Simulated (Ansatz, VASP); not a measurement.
Two plane-wave programs on Ca

File INCAR:

```
SYSTEM = Ca
PREC     = Accurate       ! precision mode
ENCUT    = 520            ! plane-wave cutoff, eV
EDIFF    = 1E-6           ! SCF threshold, eV
ISMEAR   = -1             ! smearing method
SIGMA    = 0.1            ! smearing width, eV
LREAL    = .FALSE.        ! projectors in reciprocal space
LASPH    = .TRUE.         ! aspherical terms in the spheres
NELM     = 60             ! most SCF steps
ALGO     = Normal         ! electronic algorithm
ISIF     = 2              ! what is computed and relaxed
LWAVE    = .FALSE.        ! write WAVECAR
LCHARG   = .FALSE.        ! write CHGCAR
GGA      = RE             ! functional
NBANDS   = 11             ! bands
```

File KPOINTS:

```
Automatic mesh
0
G
  10 10 10
  0 0 0
```

The input POSCAR:

```
Ca
1.0
    3.6842687528      0.0000000000      0.0000000000
    0.0000000000      3.6842687528      0.0000000000
    0.0000000000      0.0000000000      3.6842687528
Ca
1
Direct
    0.0000000000      0.0000000000      0.0000000000
```

Input for Ansatz:

```yaml
crystal:
  lattice:
    - [3.6842687528, 0.0, 0.0]
    - [0.0, 3.6842687528, 0.0]
    - [0.0, 0.0, 3.6842687528]
  atoms:
    - { symbol: Ca, position: [0.0, 0.0, 0.0] }
hamiltonian:
  xc: revpbe
  pseudopotentials:
    kind: paw
    azcp:
      Ca: "pseudopotentials/Ca.paw.azcp"
basis:
  ecutwfc: 420
  fft_grid_basis: typed
kpoints:
  mp_grid: { grid: [10, 10, 10], shift: [0, 0, 0] }
magnetization:
  spin_polarized: false
scf:
  occupations: { method: fermi_dirac, width: 0.1 }
  lower_state_search: "off"
output:
  stress: true
```

Alike in both runs: task single point; functional revPBE; k mesh 10 × 10 × 10; occupations fermi-dirac, width 0.1 eV; no spin polarisation.

|  | VASP | Ansatz |
| --- | --- | --- |
| version | VASP 6.6.1 | Ansatz 0.2.0 |
| potentials or method | VASP PAW PBE potentials, release 64 (Ca_sv), cutoff 520 eV | plane waves (420 eV) with PAW, scalar-relativistic |
| valence electrons in the cell | 10 | 10 |

|  | VASP | Ansatz | Ansatz less VASP |
| --- | --- | --- | --- |
| pressure (GPa) | -0.7 | -0.7 | 0.00 |

VASP's potentials were made for PBE, not for revPBE.
